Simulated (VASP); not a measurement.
# LiF (Griceite) (Fm-3m) in VASP: settings compared, part 2 of 3

VASP 6.6.1.

### Step 3. Electric field gradients, r2SCAN0 (volume scaled by 0.96)

POSCAR

```
LiF
1.0
    0.0000000000      1.9867804471      1.9867804471
    1.9867804471      0.0000000000      1.9867804471
    1.9867804471      1.9867804471      0.0000000000
F Li
1 1
Direct
    0.5000000000      0.5000000000      0.5000000000
    0.0000000000      0.0000000000      0.0000000000
```

INCAR.step1

```
SYSTEM = LiF
ALGO = Normal ; EDIFF = 1E-5
ENCUT = 520 ; GGA = PE
ISIF = 2 ; ISMEAR = 0
LASPH = .True. ; LCHARG = .False.
LREAL = .False. ; LWAVE = .True.
NBANDS = 12 ; NELM = 80
PREC = Accurate ; SIGMA = 0.1
```

INCAR.step2

```
SYSTEM = LiF
AEXX = 0.25 ; ALGO = Normal
EDIFF = 1E-8 ; ENCUT = 520
ISIF = 2 ; ISMEAR = 0
ISTART = 1 ; LASPH = .True.
LCHARG = .False. ; LEFG = .True.
LHFCALC = .True. ; LMIXTAU = .True.
LREAL = .False. ; LWAVE = .False.
METAGGA = R2SCAN ; NBANDS = 12
NELM = 80 ; PREC = Accurate
PRECFOCK = Normal ; SIGMA = 0.1
```

KPOINTS

```
k-points
0
Gamma
  6 6 6
  0 0 0
```

Potentials or basis: VASP PAW PBE potentials, release 64 (F, Li_sv).

Started as:

```
cat potpaw_PBE.64/F/POTCAR potpaw_PBE.64/Li_sv/POTCAR > POTCAR
cp INCAR.step1 INCAR
mpirun -np 1 vasp_std > vasp.out
cp INCAR.step2 INCAR
mpirun -np 1 vasp_std > vasp.out
```

OUTCAR:

```text
SYSTEM = LiF
   AEXX = 0.25
   EDIFF = 1E-8
   ENCUT = 520
   ISIF = 2
   ISMEAR = 0
   ISTART = 1
   LASPH = .True.
   LHFCALC = .True.
   LREAL = .False.
   METAGGA = R2SCAN
   NELM = 80
   PREC = Accurate
   PRECFOCK = Normal

 ion  position               nearest neighbor table
   1  0.500  0.500  0.500-   2 1.99   2 1.99   2 1.99   2 1.99   2 1.99   2 1.99
   2  0.000  0.000  0.000-   1 1.99   1 1.99   1 1.99   1 1.99   1 1.99   1 1.99

  LATTYP: Found a face centered cubic cell.
 ALAT       =     3.9735608942

  Lattice vectors:

 A1 = (   0.0000000000,   1.9867804471,   1.9867804471)
 A2 = (   1.9867804471,   0.0000000000,   1.9867804471)
 A3 = (   1.9867804471,   1.9867804471,   0.0000000000)

Analysis of symmetry for initial positions (statically):
=====================================================================
 Subroutine PRICEL returns:
 Original cell was already a primitive cell.

 Routine SETGRP: Setting up the symmetry group for a
 face centered cubic supercell.

 Subroutine GETGRP returns: Found 48 space group operations
 (whereof 48 operations were pure point group operations)
 out of a pool of 48 trial point group operations.

The static configuration has the point symmetry O_h .

Analysis of symmetry for dynamics (positions and initial velocities):
=====================================================================
 Subroutine PRICEL returns:
 Original cell was already a primitive cell.

 Routine SETGRP: Setting up the symmetry group for a
 face centered cubic supercell.

 Subroutine GETGRP returns: Found 48 space group operations
 (whereof 48 operations were pure point group operations)
[... 386 lines left out ...]
      3      -6.1858      2.00000
      4      -5.0914      2.00000
      5      -4.3050      2.00000
      6      16.1020      0.00000
      7      16.3857      0.00000
      8      18.9495      0.00000
      9      21.3410      0.00000
     10      25.6639      0.00000
     11      33.5865      0.00000
     12      36.3709      0.00000

------------------------ aborting loop because EDIFF is reached ----------------------------------------

  FORCE on cell =-STRESS in cart. coord.  units (eV):
  Direction    XX          YY          ZZ          XY          YZ          ZX
  --------------------------------------------------------------------------------------
  -------------------------------------------------------------------------------------
  Total       -0.0902932     -0.0902932     -0.0902932      0.0000000     -0.0000000      0.0000000
  in kB       -9.2232918     -9.2232918     -9.2232918      0.0000000     -0.0000000      0.0000000
  external PRESSURE =      -9.2232918 kB  Pullay stress =       0.0000000 kB

 VOLUME and BASIS-vectors are now :
 -----------------------------------------------------------------------------
  energy-cutoff  :      520.00
  volume of cell :       15.68
      direct lattice vectors                 reciprocal lattice vectors
     0.000000000  1.986780447  1.986780447    -0.251663439  0.251663439  0.251663439
     1.986780447  0.000000000  1.986780447     0.251663439 -0.251663439  0.251663439
     1.986780447  1.986780447  0.000000000     0.251663439  0.251663439 -0.251663439

 POSITION                                       TOTAL-FORCE (eV/Angst)
 -----------------------------------------------------------------------------------
      1.98678      1.98678      1.98678         0.000000      0.000000      0.000000
      0.00000      0.00000      0.00000        -0.000000     -0.000000      0.000000
 -----------------------------------------------------------------------------------
    total drift:                               -0.000000     -0.000000     -0.000000

  FREE ENERGIE OF THE ION-ELECTRON SYSTEM (eV)
  ---------------------------------------------------
  free  energy   TOTEN  =       -13.6320242221 eV

  energy  without entropy=      -13.6320242220  energy(sigma->0) =      -13.63202422

 Electric field gradients (V/A^2)
---------------------------------------------------------------------
 ion       V_xx      V_yy      V_zz      V_xy      V_xz      V_yz
---------------------------------------------------------------------
   1       0.000    -0.000     0.000     0.002     0.001     0.002
   2       0.000     0.000    -0.000     0.000     0.000     0.000
---------------------------------------------------------------------

 Electric field gradients after diagonalization (V/A^2)
 (convention: |V_zz| > |V_xx| > |V_yy|)
----------------------------------------------------------------------
 ion       V_xx      V_yy      V_zz     asymmetry (V_yy - V_xx)/ V_zz
----------------------------------------------------------------------
   1      -0.002    -0.001     0.004       0.227
   2      -0.000    -0.000     0.001       0.267
----------------------------------------------------------------------

           NMR quadrupolar parameters

 Cq : quadrupolar parameter    Cq=e*Q*V_zz/h
 eta: asymmetry parameters     (V_yy - V_xx)/ V_zz
 Q  : nuclear electric quadrupole moment in mb (millibarn)
----------------------------------------------------------------------
 ion       Cq(MHz)       eta       Q (mb)
----------------------------------------------------------------------
   1       0.000       0.227       1.000
   2       0.000       0.267       1.000
----------------------------------------------------------------------
```

Wall time 3.5 min (1 thread of Intel Xeon 6975P-C (Granite Rapids), shared host); peak memory 0.14 GiB.

Results:

```
Free energy            : -13.6320 eV
Band gap on the k mesh : 13.33 eV, direct
```

Caveat: the k points lie up to 0.46 Å⁻¹ apart; the cutoff is under 1.25 times the usual one of these potentials, so pressure, stress and relaxed cells hold a basis-set (Pulay) error; without QUAD_EFG the Cq values of the log hold for a quadrupole moment of 1 mb, not for the nuclei; the PAW data sets were made with another functional, which shifts forces and pressure a little.

### Step 4. Density of states, PBEsol

POSCAR

```
LiF
1.0
    0.0000000000      2.0140000000      2.0140000000
    2.0140000000      0.0000000000      2.0140000000
    2.0140000000      2.0140000000      0.0000000000
F Li
1 1
Direct
    0.5000000000      0.5000000000      0.5000000000
    0.0000000000      0.0000000000      0.0000000000
```

INCAR.step1

```
SYSTEM = LiF
  ALGO = Normal
  EDIFF = 1E-6
  ENCUT = 520
  GGA = PS
  ISIF = 2
  ISMEAR = 1
  LASPH = .True.
  LCHARG = .True.
  LREAL = .False.
  LWAVE = .False.
  NBANDS = 12
  NELM = 100
  PREC = Accurate
  SIGMA = 0.15
```

KPOINTS.step1

```
k-points
0
Gamma
  11 11 11
  0 0 0
```

INCAR.step2

```
SYSTEM = LiF
  ALGO = Normal
  EDIFF = 1E-6
  ENCUT = 520
  GGA = PS
  ICHARG = 11
  ISIF = 2
  ISMEAR = -5
  LASPH = .True.
  LCHARG = .False.
  LORBIT = 11
  LREAL = .False.
  LWAVE = .False.
  NEDOS = 2001
  NELM = 100
  PREC = Accurate
  SIGMA = 0.15
```

KPOINTS.step2

```
k-points
0
Gamma
  17 17 17
  0 0 0
```

Potentials or basis: VASP PAW PBE potentials, release 64 (F, Li_sv).

Started as:

```
cat potpaw_PBE.64/F/POTCAR potpaw_PBE.64/Li_sv/POTCAR > POTCAR
cp INCAR.step1 INCAR
cp KPOINTS.step1 KPOINTS
mpirun -np 1 vasp_std > vasp.out
cp INCAR.step2 INCAR
cp KPOINTS.step2 KPOINTS
mpirun -np 1 vasp_std > vasp.out
```

OUTCAR:

```text
SYSTEM = LiF
   EDIFF = 1E-6
   ENCUT = 520
   GGA = PS
   ICHARG = 11
   ISIF = 2
   ISMEAR = -5
   LASPH = .True.
   LORBIT = 11
   LREAL = .False.
   NELM = 100
   PREC = Accurate

 ion  position               nearest neighbor table
   1  0.500  0.500  0.500-   2 2.01   2 2.01   2 2.01   2 2.01   2 2.01   2 2.01
   2  0.000  0.000  0.000-   1 2.01   1 2.01   1 2.01   1 2.01   1 2.01   1 2.01

  LATTYP: Found a face centered cubic cell.
 ALAT       =     4.0280000000

  Lattice vectors:

 A1 = (   0.0000000000,   2.0140000000,   2.0140000000)
 A2 = (   2.0140000000,   0.0000000000,   2.0140000000)
[... 480 lines left out ...]
  -------------------------------------------------------------------------------------
  Total       -0.1341761     -0.1341761     -0.1341761      0.0000000      0.0000000     -0.0000000
  in kB      -13.1576155    -13.1576155    -13.1576155      0.0000000      0.0000000     -0.0000000
  external PRESSURE =     -13.1576155 kB  Pullay stress =       0.0000000 kB

 VOLUME and BASIS-vectors are now :
 -----------------------------------------------------------------------------
  energy-cutoff  :      520.00
  volume of cell :       16.34
      direct lattice vectors                 reciprocal lattice vectors
     0.000000000  2.014000000  2.014000000    -0.248262165  0.248262165  0.248262165
     2.014000000  0.000000000  2.014000000     0.248262165 -0.248262165  0.248262165
     2.014000000  2.014000000  0.000000000     0.248262165  0.248262165 -0.248262165

 POSITION                                       TOTAL-FORCE (eV/Angst)
 -----------------------------------------------------------------------------------
      2.01400      2.01400      2.01400        -0.000000     -0.000000      0.000000
      0.00000      0.00000      0.00000         0.000000      0.000000     -0.000000
 -----------------------------------------------------------------------------------
    total drift:                               -0.000000     -0.000000      0.000000

  FREE ENERGIE OF THE ION-ELECTRON SYSTEM (eV)
  ---------------------------------------------------
  free  energy   TOTEN  =        -9.8518714055 eV

  energy  without entropy=       -9.8518714055  energy(sigma->0) =       -9.85187141

 total charge

# of ion       s       p       d       tot
------------------------------------------
    1        1.727   4.395   0.000   6.121
    2        2.017   0.053   0.000   2.070
--------------------------------------------------
tot          3.743   4.448   0.000   8.191
```

OUTCAR.step1:

```text
SYSTEM = LiF
   EDIFF = 1E-6
   ENCUT = 520
   GGA = PS
   ISIF = 2
   ISMEAR = 1
[... 585 lines left out ...]
      2.01400      2.01400      2.01400         0.000000      0.000000     -0.000000
      0.00000      0.00000      0.00000        -0.000000     -0.000000      0.000000
 -----------------------------------------------------------------------------------
    total drift:                               -0.000000     -0.000000      0.000000

  FREE ENERGIE OF THE ION-ELECTRON SYSTEM (eV)
  ---------------------------------------------------
  free  energy   TOTEN  =        -9.8507699324 eV

  energy  without entropy=       -9.8537903026  energy(sigma->0) =       -9.85177672
```

Wall time 12 s (1 thread of Intel Xeon Platinum 8375C at 2.90GHz (Ice Lake), shared host); peak memory 0.14 GiB.

Results:

```
Valence electrons inside the program's atomic spheres : F 6.12; Li 2.07
```

Caveat: the cutoff is under 1.25 times the usual one of these potentials, so pressure, stress and relaxed cells hold a basis-set (Pulay) error; the PAW data sets were made with another functional, which shifts forces and pressure a little.

### Step 5. Dielectric tensor, PBEsol+D4

INCAR

```
SYSTEM = LiF
PREC = Accurate
ENCUT = 520
EDIFF = 1E-8
ISMEAR = 0
SIGMA = 0.01
LREAL = .FALSE.
LASPH = .TRUE.
NELM = 100
ALGO = Normal
ISIF = 2
LWAVE = .FALSE.
LCHARG = .FALSE.
GGA = PS
IVDW = 13
LEPSILON = .TRUE.
```

KPOINTS

```
regular mesh
0
G
  11 11 11
  0 0 0
```

POSCAR is that of step 4.

Potentials or basis: VASP PAW PBE potentials, release 64 (F, Li_sv).

Started as:

```
cat potpaw_PBE.64/F/POTCAR potpaw_PBE.64/Li_sv/POTCAR > POTCAR
mpirun -np 1 vasp_std > vasp.out
```

OUTCAR:

```text
SYSTEM = LiF
   PREC = Accurate
   ENCUT = 520
   EDIFF = 1E-8
   ISMEAR = 0
   LREAL = .FALSE.
   LASPH = .TRUE.
   NELM = 100
   ISIF = 2
   GGA = PS
   IVDW = 13
   LEPSILON = .TRUE.

 ion  position               nearest neighbor table
   1  0.500  0.500  0.500-   2 2.01   2 2.01   2 2.01   2 2.01   2 2.01   2 2.01
   2  0.000  0.000  0.000-   1 2.01   1 2.01   1 2.01   1 2.01   1 2.01   1 2.01

  LATTYP: Found a face centered cubic cell.
 ALAT       =     4.0280000000

  Lattice vectors:

[... 550 lines left out ...]

 PIEZOELECTRIC TENSOR FIELD DIRECTION 3  (C/m^2)
 -----------------------------------------------------------------------------
    -0.00019  0.00000  0.00000
     0.00000 -0.00019  0.00000
     0.00000  0.00000 -0.00006

 MACROSCOPIC STATIC DIELECTRIC TENSOR (including local field effects in DFT)
 ------------------------------------------------------
           2.083533    -0.000000    -0.000000
           0.000000     2.083533    -0.000000
           0.000000     0.000000     2.083533
 ------------------------------------------------------

 PIEZOELECTRIC TENSOR (including local field effects)  for field in x, y, z        (e  Angst)
          XX          YY          ZZ          XY          YZ          ZX
  --------------------------------------------------------------------------------
  x     0.00000     0.00000     0.00000     0.00000     0.00000     0.00000
  y     0.00000     0.00000     0.00000     0.00000     0.00000     0.00000
  z     0.00000     0.00000     0.00000     0.00000     0.00000     0.00000

 PIEZOELECTRIC TENSOR (including local field effects)  for field in x, y, z        (C/m^2)
          XX          YY          ZZ          XY          YZ          ZX
  --------------------------------------------------------------------------------
  x     0.00000     0.00000     0.00000     0.00000     0.00000     0.00000
  y     0.00000     0.00000     0.00000     0.00000     0.00000     0.00000
  z     0.00000     0.00000     0.00000     0.00000     0.00000     0.00000

 BORN EFFECTIVE CHARGES (including local field effects) (in |e|, cummulative output)
 ---------------------------------------------------------------------------------
 ion    1
    1    -1.04743     0.00000     0.00000
    2     0.00000    -1.04743     0.00000
    3     0.00000     0.00000    -1.04743
 ion    2
    1     1.04743     0.00000     0.00000
    2     0.00000     1.04743     0.00000
    3     0.00000     0.00000     1.04743
```

OSZICAR:

```text
N       E                     dE             d eps       ncg     rms          rms(c)
DAV:   1     0.298811746373E+02    0.29881E+02   -0.58509E+03  1040   0.115E+03
DAV:   2    -0.930909062229E+01   -0.39190E+02   -0.38362E+02  1160   0.203E+02
DAV:   3    -0.102678419840E+02   -0.95875E+00   -0.95685E+00  1316   0.299E+01
[... 11 lines left out ...]
RMM:   6    -0.537941784274E-01    0.10351E-05   -0.36748E-05  4920   0.451E-02    0.142E-03
RMM:   7    -0.538131663118E-01   -0.18988E-04   -0.64999E-06  4988   0.180E-02    0.267E-04
RMM:   8    -0.538143596094E-01   -0.11933E-05   -0.13089E-06  5094   0.706E-03    0.148E-04
RMM:   9    -0.538115552421E-01    0.28044E-05   -0.32541E-06  4970   0.314E-03    0.971E-05
RMM:  10    -0.538120136269E-01   -0.45838E-06   -0.37558E-06  5054   0.141E-03    0.215E-05
RMM:  11    -0.538117610103E-01    0.25262E-06   -0.39804E-06  4915   0.647E-04    0.129E-05
RMM:  12    -0.538116311858E-01    0.12982E-06   -0.29869E-06  4565   0.317E-04    0.225E-06
```

stdout:

```text
POSCAR found type information on POSCAR F Li
 POSCAR found :  2 types and       2 ions
 scaLAPACK will be used
 -----------------------------------------------------------------------------
|                                                                             |
[... 28 lines left out ...]
 dielectric tensor                  component  3 :     0.136    -0.230     1.877
 Linear response to external field, progress :
  Direction:   1
 dielectric tensor                  component  1 :     2.084     0.178     0.059
 Linear response to external field, progress :
  Direction:   2
 dielectric tensor                  component  2 :     0.118     2.084    -0.032
 Linear response to external field, progress :
  Direction:   3
 dielectric tensor                  component  3 :    -0.001     0.087     2.084
 Born effective charges drift removed
```

Wall time 2.4 min (1 thread of AMD EPYC 9R14 (Zen 4), shared host); peak memory 0.14 GiB.

Results:

```
Band gap on the k mesh                  : 8.92 eV, direct
Electronic dielectric tensor (diagonal) : 2.08
Born charges (mean of the diagonal)     : F -1.05; Li +1.05 e
Dispersion energy per atom              : -0.035 eV
```

Electronic dielectric tensor:
```
2.08 0.00 0.00
0.00 2.08 0.00
0.00 0.00 2.08
```

Born effective charge tensors (e):
atom 1, F
```
-1.05  0.00  0.00
 0.00 -1.05  0.00
 0.00  0.00 -1.05
```
atom 2, Li
```
1.05 0.00 0.00
0.00 1.05 0.00
0.00 0.00 1.05
```

Caveat: the cutoff is under 1.25 times the usual one of these potentials, so pressure, stress and relaxed cells hold a basis-set (Pulay) error; the PAW data sets were made with another functional, which shifts forces and pressure a little. A k mesh can miss the band edges.

(Part 2 of 3 ends here.)
